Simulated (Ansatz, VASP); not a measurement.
**Zr2HS4: VASP beside Ansatz**

```xyz
14
Lattice="7.2977 0.0000 0.0000 -3.6488 6.3200 0.0000 0.0000 0.0000 20.9172" Properties=species:S:1:pos:R:3 pbc="T T T"
S     1.8244    1.0533    4.0000
S     0.0000    4.2133    4.0000
S     5.4733    1.0533    4.0000
S     3.6488    4.2133    4.0000
S     0.0000    2.1067    6.9172
S    -1.8244    5.2666    6.9172
S     3.6488    2.1067    6.9172
S     1.8244    5.2666    6.9172
Zr    0.0000    0.0000    5.4586
Zr   -1.8244    3.1600    5.4586
Zr    3.6488    0.0000    5.4586
Zr    1.8244    3.1600    5.4586
H    -0.3979    4.4431    8.0072
H     0.3979    3.9836    8.0072
```

Alike in both runs: task single point; functional PBE; dispersion D3(BJ); k mesh 6 × 6 × 1; occupations gaussian, width 0.05 eV; no spin polarisation.

```csv
,VASP,Ansatz
version,VASP 6.6.1,Ansatz 0.2.0
potentials or method,"VASP PAW PBE potentials, release 64 (S, Zr_sv, H), cutoff 400 eV","scalar-relativistic, plane waves, PAW"
valence electrons in the cell,98,98
```

|  | VASP | Ansatz | Ansatz less VASP |
| --- | --- | --- | --- |
| gap on the k mesh at the Fermi level (eV) | 1.03 | 1.03 | 0.000 |
| least direct gap on the mesh (eV) | 1.03 | 1.03 | 0.000 |
| rms of the force components (eV/Å) | 0.604 | 0.611 | +0.0072 |
